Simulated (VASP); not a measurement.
# Ga (C2/c) in VASP: further runs

The runs below take Ga through single point, with LDA, PBEsol.

All numbers are computed with VASP 6.6.1; they aren't measurements. Logs are shortened: lines on timing, memory, paths and dates and some standing lists are left out, and cuts for length are marked.

### Step 1. The cell of the first run

It takes space group C2/c (No. 15, monoclinic). Conventional cell: a = 2.784 Å, b = 8.106 Å, c = 3.354 Å, α = 90.00°, β = 92.02°, γ = 90.00°. Within 3.6 Å of Ga (site symmetry 2) lie 10 Ga at 2.71 to 3.35 Å.

### Step 2. Single point, LDA (18.91 Å³/atom)

File INCAR:

```
SYSTEM = Ga
ALGO = Fast ; EDIFF = 1E-6
ENCUT = 520 ; GGA = CA
ISIF = 2 ; ISMEAR = -1
LASPH = .TRUE. ; LCHARG = .FALSE.
LREAL = .FALSE. ; LWAVE = .FALSE.
NBANDS = 20 ; NELM = 100
PREC = Accurate ; SIGMA = 0.05
```

File KPOINTS:

```
k-points
0
G
  10 10 8
  0 0 0
```

File POSCAR:

```
Ga
1.0
    1.3921592073     -4.0531663400      0.0000000000
    1.3921592073      4.0531663400      0.0000000000
   -0.1182253154      0.0000000000      3.3519825971
Ga
2
Direct
    0.1310000000      0.8690000000      0.7500000000
    0.8690000000      0.1310000000      0.2500000000
```

Potentials or basis: VASP PAW LDA potentials, release 64 (Ga_d).

The run is started by

```sh
cat potpaw_LDA.64/Ga_d/POTCAR > POTCAR
mpirun -np 1 vasp_std > vasp.out
```

OUTCAR:

```text
SYSTEM = Ga
   EDIFF = 1E-6
   ENCUT = 520
   GGA = CA
   ISIF = 2
   ISMEAR = -1
   LASPH = .TRUE.
   LREAL = .FALSE.
   NELM = 100
   PREC = Accurate

 ion  position               nearest neighbor table
   1  0.131  0.869  0.750-   2 2.71   2 2.71   2 2.88   2 2.88
   2  0.869  0.131  0.250-   1 2.71   1 2.71   1 2.88   1 2.88

  LATTYP: Found a base centered monoclinic cell.
 ALAT       =     2.7843184146
 B/A-ratio  =     2.9114244396
 C/A-ratio  =     1.2046276211
 COS(beta)  =    -0.0352483478

  Lattice vectors:

 A1 = (   1.3921592073,  -4.0531663400,   0.0000000000)
 A2 = (   1.3921592073,   4.0531663400,   0.0000000000)
 A3 = (  -0.1182253154,   0.0000000000,   3.3519825971)

Analysis of symmetry for initial positions (statically):
=====================================================================
 Subroutine PRICEL returns:
 Original cell was already a primitive cell.

 Routine SETGRP: Setting up the symmetry group for a
 base centered monoclinic supercell.

 Subroutine GETGRP returns: Found  4 space group operations
 (whereof  2 operations were pure point group operations)
 out of a pool of  4 trial point group operations.

The static configuration has the point symmetry S_2 .
 The point group associated with its full space group is C_2h.

Analysis of symmetry for dynamics (positions and initial velocities):
=====================================================================
 Subroutine PRICEL returns:
 Original cell was already a primitive cell.

 Routine SETGRP: Setting up the symmetry group for a
 base centered monoclinic supercell.

 Subroutine GETGRP returns: Found  4 space group operations
 (whereof  2 operations were pure point group operations)
 out of a pool of  4 trial point group operations.

The dynamic configuration has the point symmetry S_2 .
 The point group associated with its full space group is C_2h.

 Subroutine INISYM returns: Found  4 space group operations
 (whereof  2 operations are pure point group operations),
 and found     1 'primitive' translations

----------------------------------------------------------------------------------------

                                     Primitive cell

  volume of cell :      37.8281

  direct lattice vectors                    reciprocal lattice vectors
     1.392159207 -4.053166340  0.000000000     0.359154325 -0.123360345  0.012667468
     1.392159207  4.053166340  0.000000000     0.359154325  0.123360345  0.012667468
    -0.118225315  0.000000000  3.351982597     0.000000000  0.000000000  0.298330904

  length of vectors
[... 76 lines left out ...]
   ISPIN  =      1    spin polarized calculation?
   LNONCOLLINEAR =      F non collinear calculations
   LSORBIT =      F    spin-orbit coupling
   LASPH  =      T    aspherical Exc in radial PAW
   ENCUT  =  520.0 eV  38.22 Ry    6.18 a.u.   7.97  7.97  6.24*2*pi/ulx,y,z
   NELM   =    100;   NELMIN=  2; NELMDL= -5     # of ELM steps
   EDIFF  = 0.1E-05   stopping-criterion for ELM
   LREAL  =      F    real-space projection
   EDIFFG = 0.1E-04   stopping-criterion for IOM
   NSW    =      0    number of steps for IOM
   IBRION =     -1    ionic relax: 0-MD 1-quasi-New 2-CG
   NFREE  =      0    steps in history (QN), initial steepest desc. (CG)
   ISIF   =      2    stress and relaxation
   ISYM   =      2    0-nonsym 1-usesym 2-fastsym
   POTIM  = 0.5000    time-step for ionic-motion
   TEBEG  =    0.0;   TEEND  =   0.0 temperature during run
   PSTRESS=    0.0 pullay stress
   NELECT =      26.0000    total number of electrons
   NUPDOWN=      -1.0000    fix difference up-down
   EMIN   =  10.00;   EMAX   =-10.00  energy-range for DOS
   EFERMI =   0.00;   METHOD = LEGACY
   ISMEAR =    -1;   SIGMA  =   0.05  broadening in eV -4-tet -1-fermi 0-gaus
   EFERMI_NEDOS =   21; number of points for ismear=-14 and -15
   IALGO  =     68    algorithm
   IMIX   =      4    mixing-type and parameters
     AMIX     =   0.40;   BMIX     =  1.00
     AMIX_MAG =   1.60;   BMIX_MAG =  1.00
  volume/ion in A,a.u.               =      18.91       127.64
  Fermi-wavevector in a.u.,A,eV,Ry     =   1.444755  2.730191 28.399678  2.087317
  Thomas-Fermi vector in A             =   2.563014
   LORBIT       =      0    0 simple, 1 ext, 2 COOP (PROOUT), +10 PAW based schemes
   GGA     = CA    functional components
   LHFCALC =     F    Hartree Fock is set to
   AEXX    =    0.0000 exact exchange contribution
   IVDW    =     0    specifies the selected vdW correction
   LEPSILON=     F    determine dielectric tensor
   LRPA    =     F    only Hartree local field effects (RPA)
 non-spin polarized calculation
 RMM-DIIS sequential band-by-band and
  energy-cutoff  :      520.00
  volume of cell :       37.83
 maximum number of plane-waves:      1038
   NGX = 15   NGY = 15   NGZ = 13

 number of electron      26.0000010 magnetization

 Free energy of the ion-electron system (eV)
  ---------------------------------------------------
  ext. energy  EPLUGINS =         0.00000000
  ---------------------------------------------------
  free energy    TOTEN  =        -7.11495637 eV

  energy without entropy =       -7.10859037  energy(sigma->0) =       -7.11177337

 E-fermi :   5.1953     XC(G=0): -11.2706

 val. band max:        5.1898137360   @ k =  -0.2000   0.0000   0.1250
 cond. band min:       5.2073163352   @ k =  -0.2000   0.3000   0.3750
 fundamental gap:      0.0175025992
 Fermi energy:         5.1952664453

 k-point     1 :       0.0000    0.0000    0.0000
  band No.  band energies     occupation
      1      -9.9996      2.00000
      2      -9.9869      2.00000
      3      -9.9562      2.00000
      4      -9.9297      2.00000
      5      -9.6710      2.00000
      6      -9.6704      2.00000
[... 541 lines left out ...]
     19      14.8152      0.00000
     20      16.9958      0.00000

 [... further k-points ...]
[... 5 lines left out ...]
  --------------------------------------------------------------------------------------
  -------------------------------------------------------------------------------------
  Total       -1.0383035     -1.1275680     -1.2488018      0.0000000      0.0000000      0.0804140
  in kB      -43.9764156    -47.7571310    -52.8918815      0.0000000      0.0000000      3.4058641
  external PRESSURE =     -48.2084760 kB  Pullay stress =       0.0000000 kB

 VOLUME and BASIS-vectors are now :
 -----------------------------------------------------------------------------
  energy-cutoff  :      520.00
  volume of cell :       37.83
      direct lattice vectors                 reciprocal lattice vectors
     1.392159207 -4.053166340  0.000000000     0.359154325 -0.123360345  0.012667468
     1.392159207  4.053166340  0.000000000     0.359154325  0.123360345  0.012667468
    -0.118225315  0.000000000  3.351982597     0.000000000  0.000000000  0.298330904

 POSITION                                       TOTAL-FORCE (eV/Angst)
 -----------------------------------------------------------------------------------
      1.30349      2.99124      2.51399        -0.000000     -0.173404      0.000000
      1.36260     -2.99124      0.83800         0.000000      0.173404     -0.000000
 -----------------------------------------------------------------------------------
    total drift:                                0.000000      0.000000     -0.000000

  FREE ENERGIE OF THE ION-ELECTRON SYSTEM (eV)
  ---------------------------------------------------
  free  energy   TOTEN  =        -7.1149563655 eV

  energy  without entropy=       -7.1085903731  energy(sigma->0) =       -7.11177337
```

OSZICAR:

```text
N       E                     dE             d eps       ncg     rms          rms(c)
DAV:   1     0.132451130138E+03    0.13245E+03   -0.13266E+04  9560   0.244E+03
DAV:   2     0.458516215584E+01   -0.12787E+03   -0.12470E+03  9332   0.388E+02
DAV:   3    -0.700868387856E+01   -0.11594E+02   -0.11537E+02 10264   0.955E+01
DAV:   4    -0.718669964340E+01   -0.17802E+00   -0.17792E+00 10412   0.131E+01
DAV:   5    -0.718959627789E+01   -0.28966E-02   -0.28965E-02 10404   0.165E+00    0.139E+00
RMM:   6    -0.712924286691E+01    0.60353E-01   -0.92935E-02 12295   0.364E+00    0.699E-01
RMM:   7    -0.711625251747E+01    0.12990E-01   -0.27257E-02 12805   0.145E+00    0.192E-01
RMM:   8    -0.711490803722E+01    0.13445E-02   -0.39409E-03 13132   0.614E-01    0.213E-02
RMM:   9    -0.711494730859E+01   -0.39271E-04   -0.61832E-04 14852   0.277E-01    0.121E-02
RMM:  10    -0.711495445109E+01   -0.71425E-05   -0.10678E-04 14109   0.102E-01    0.281E-03
RMM:  11    -0.711495606973E+01   -0.16186E-05   -0.18417E-05 11449   0.385E-02    0.177E-03
RMM:  12    -0.711495636553E+01   -0.29581E-06   -0.37128E-06  7758   0.215E-02
   1 F= -.71149564E+01 E0= -.71117734E+01  d E =-.636599E-02
```

stdout:

```text
POSCAR found type information on POSCAR Ga
 POSCAR found :  1 types and       2 ions
 scaLAPACK will be used
 LDA part: xc-table for (Slater(with rela. corr.)+CA(PZ))
 , standard interpolation
 POSCAR, INCAR and KPOINTS ok, starting setup
 FFT: planning ... GRIDC
 FFT: planning ... GRID_SOFT
 FFT: planning ... GRID
 WAVECAR not read
 entering main loop
```

Wall time 3.7 min (1 thread of Intel Xeon Platinum 8375C at 2.90GHz (Ice Lake), shared host); peak memory 0.25 GiB.

What came out:

* Free energy: -7.1150 eV
* Pressure: -4.8 GPa
* Largest force: 0.173 eV/Å
* Band gap on the k mesh: zero (bands 13 and 14 overlap by 8.17 eV)

Forces on the atoms (eV/Å):
```
Ga   0.000 -0.173  0.000
Ga   0.000  0.173  0.000
```

Stress tensor (GPa, compression positive):
```
-4.40  0.00  0.34
 0.00 -4.78  0.00
 0.34  0.00 -5.29
```

Levels at points of the mesh, in eV from the Fermi level:
```
           k point  band 9  band 10  band 11  band 12  band 13  band 14  band 15  band 16  band 17  band 18
(0.00, 0.00, 0.00)  -14.82   -14.69   -11.06    -2.00    -1.75     1.62     5.52     9.48     9.93    10.19
(0.50, 0.00, 0.00)  -14.75   -14.71    -6.03    -4.91    -1.28    -0.06     5.62     6.40     8.31     9.07
(0.50, 0.50, 0.00)  -14.79   -14.75    -8.97    -8.48     3.93     4.50     5.69     5.91     7.40    10.93
(0.00, 0.00, 0.50)  -14.76   -14.76    -7.69    -7.69     1.71     1.71     2.39     2.39    11.34    11.34
(0.50, 0.00, 0.50)  -14.71   -14.71    -2.91    -2.87    -1.57    -1.51     1.73     2.27     4.33     4.76
(0.50, 0.50, 0.50)  -14.83   -14.83    -6.00    -6.00    -4.24    -4.24    10.61    10.61    11.51    11.51
```

Caveat: the cell stands under tension.

### Step 3. Single point, PBEsol (18.91 Å³/atom)

File INCAR:

```
PREC = Accurate
ENCUT = 520
EDIFF = 1E-6
ISMEAR = -1
SIGMA = 0.05
LREAL = F
LASPH = T
NELM = 80
ALGO = Fast
ISIF = 2
LWAVE = F
LCHARG = F
GGA = PS
NBANDS = 20
```

File KPOINTS:

```
regular mesh
0
Gamma
  10 10 8
```

POSCAR is that of step 2.

Potentials or basis: VASP PAW PBE potentials, release 64 (Ga_d).

The run is started by

```sh
cat potpaw_PBE.64/Ga_d/POTCAR > POTCAR
mpirun -np 1 vasp_std > vasp.out
```

OUTCAR:

```text
PREC = Accurate
   ENCUT = 520
   EDIFF = 1E-6
   ISMEAR = -1
   LREAL = F
   LASPH = T
   NELM = 80
   ISIF = 2
   GGA = PS

 ion  position               nearest neighbor table
   1  0.131  0.869  0.750-   2 2.71   2 2.71   2 2.88   2 2.88
   2  0.869  0.131  0.250-   1 2.71   1 2.71   1 2.88   1 2.88

  LATTYP: Found a base centered monoclinic cell.
 ALAT       =     2.7843184146
 B/A-ratio  =     2.9114244396
 C/A-ratio  =     1.2046276211
 COS(beta)  =    -0.0352483478

  Lattice vectors:

 A1 = (   1.3921592073,  -4.0531663400,   0.0000000000)
 A2 = (   1.3921592073,   4.0531663400,   0.0000000000)
 A3 = (  -0.1182253154,   0.0000000000,   3.3519825971)

Analysis of symmetry for initial positions (statically):
=====================================================================
 Subroutine PRICEL returns:
 Original cell was already a primitive cell.

 Routine SETGRP: Setting up the symmetry group for a
 base centered monoclinic supercell.

 Subroutine GETGRP returns: Found  4 space group operations
 (whereof  2 operations were pure point group operations)
 out of a pool of  4 trial point group operations.

The static configuration has the point symmetry S_2 .
 The point group associated with its full space group is C_2h.

Analysis of symmetry for dynamics (positions and initial velocities):
=====================================================================
 Subroutine PRICEL returns:
 Original cell was already a primitive cell.

 Routine SETGRP: Setting up the symmetry group for a
 base centered monoclinic supercell.

 Subroutine GETGRP returns: Found  4 space group operations
 (whereof  2 operations were pure point group operations)
 out of a pool of  4 trial point group operations.

The dynamic configuration has the point symmetry S_2 .
 The point group associated with its full space group is C_2h.

[... 105 lines left out ...]
   ISYM   =      2    0-nonsym 1-usesym 2-fastsym
   POTIM  = 0.5000    time-step for ionic-motion
   TEBEG  =    0.0;   TEEND  =   0.0 temperature during run
   PSTRESS=    0.0 pullay stress
   NELECT =      26.0000    total number of electrons
   NUPDOWN=      -1.0000    fix difference up-down
   EMIN   =  10.00;   EMAX   =-10.00  energy-range for DOS
   EFERMI =   0.00;   METHOD = LEGACY
   ISMEAR =    -1;   SIGMA  =   0.05  broadening in eV -4-tet -1-fermi 0-gaus
   EFERMI_NEDOS =   21; number of points for ismear=-14 and -15
   IALGO  =     68    algorithm
   IMIX   =      4    mixing-type and parameters
     AMIX     =   0.40;   BMIX     =  1.00
     AMIX_MAG =   1.60;   BMIX_MAG =  1.00
  volume/ion in A,a.u.               =      18.91       127.64
  Fermi-wavevector in a.u.,A,eV,Ry     =   1.444755  2.730191 28.399678  2.087317
  Thomas-Fermi vector in A             =   2.563014
   LORBIT       =      0    0 simple, 1 ext, 2 COOP (PROOUT), +10 PAW based schemes
   GGA     = PS    functional components
   LHFCALC =     F    Hartree Fock is set to
   AEXX    =    0.0000 exact exchange contribution
   IVDW    =     0    specifies the selected vdW correction
   LEPSILON=     F    determine dielectric tensor
   LRPA    =     F    only Hartree local field effects (RPA)
 non-spin polarized calculation
 RMM-DIIS sequential band-by-band and
  energy-cutoff  :      520.00
  volume of cell :       37.83
 maximum number of plane-waves:      1038
   NGX = 15   NGY = 15   NGZ = 13

 number of electron      26.0000011 magnetization

 Free energy of the ion-electron system (eV)
  ---------------------------------------------------
  ext. energy  EPLUGINS =         0.00000000
  ---------------------------------------------------
  free energy    TOTEN  =        -6.66329372 eV

  energy without entropy =       -6.65723338  energy(sigma->0) =       -6.66026355

 E-fermi :   5.3033     XC(G=0): -11.0984

 val. band max:        5.2819232092   @ k =   0.3000   0.1000   0.2500
 cond. band min:       5.3052012198   @ k =  -0.2000   0.3000   0.3750
 fundamental gap:      0.0232780106
 Fermi energy:         5.3033151109

 k-point     1 :       0.0000    0.0000    0.0000
  band No.  band energies     occupation
      1      -9.7554      2.00000
      2      -9.7446      2.00000
      3      -9.7116      2.00000
      4      -9.6871      2.00000
      5      -9.4249      2.00000
      6      -9.4242      2.00000
[... 541 lines left out ...]
     19      14.8424      0.00000
     20      17.0244      0.00000

 [... further k-points ...]
[... 5 lines left out ...]
  --------------------------------------------------------------------------------------
  -------------------------------------------------------------------------------------
  Total       -0.5535662     -0.6484413     -0.8637232      0.0000000      0.0000000      0.0901050
  in kB      -23.4458010    -27.4641505    -36.5822203      0.0000000      0.0000000      3.8163160
  external PRESSURE =     -29.1640573 kB  Pullay stress =       0.0000000 kB

 VOLUME and BASIS-vectors are now :
 -----------------------------------------------------------------------------
  energy-cutoff  :      520.00
  volume of cell :       37.83
      direct lattice vectors                 reciprocal lattice vectors
     1.392159207 -4.053166340  0.000000000     0.359154325 -0.123360345  0.012667468
     1.392159207  4.053166340  0.000000000     0.359154325  0.123360345  0.012667468
    -0.118225315  0.000000000  3.351982597     0.000000000  0.000000000  0.298330904

 POSITION                                       TOTAL-FORCE (eV/Angst)
 -----------------------------------------------------------------------------------
      1.30349      2.99124      2.51399         0.000000     -0.189434     -0.000000
      1.36260     -2.99124      0.83800        -0.000000      0.189434      0.000000
 -----------------------------------------------------------------------------------
    total drift:                                0.000000      0.000000     -0.000000

  FREE ENERGIE OF THE ION-ELECTRON SYSTEM (eV)
  ---------------------------------------------------
  free  energy   TOTEN  =        -6.6632937189 eV

  energy  without entropy=       -6.6572333753  energy(sigma->0) =       -6.66026355
```

stdout:

```text
POSCAR found type information on POSCAR Ga
 POSCAR found :  1 types and       2 ions
 scaLAPACK will be used
 -----------------------------------------------------------------------------
|                                                                             |
|                                                                             |
|     You enforced a specific xc type in the INCAR file but a different       |
|     I HOPE YOU KNOW WHAT YOU ARE DOING!                                     |
|                                                                             |
 -----------------------------------------------------------------------------

 LDA part: xc-table for (Slater+PW92), standard interpolation
 POSCAR, INCAR and KPOINTS ok, starting setup
 FFT: planning ... GRIDC
 FFT: planning ... GRID_SOFT
 FFT: planning ... GRID
 WAVECAR not read
 entering main loop
WARNING in EDDRMM: call to ZHEGV failed, returncode =   8  4     17
WARNING in EDDRMM: call to ZHEGV failed, returncode =   6  3     18
```

It took 3.7 min on 1 thread of Intel Xeon Platinum 8375C at 2.90GHz (Ice Lake), shared host; peak memory 0.27 GiB.

What came out:

```
Free energy            : -6.6633 eV
Pressure               : -2.9 GPa
Largest force          : 0.189 eV/Å
Band gap on the k mesh : zero (bands 13 and 14 overlap by 8.25 eV)
```

Forces on the atoms (eV/Å):
```
Ga   0.000 -0.189  0.000
Ga   0.000  0.189  0.000
```

Stress tensor (GPa, compression positive):
```
-2.34  0.00  0.38
 0.00 -2.75  0.00
 0.38  0.00 -3.66
```

Caveat: the PAW data sets were made with another functional, which shifts forces and pressure a little.

(Continued in part 2 of 2.)

The gap in the log of VASP goes by the Fermi energy; the results here count the filled bands.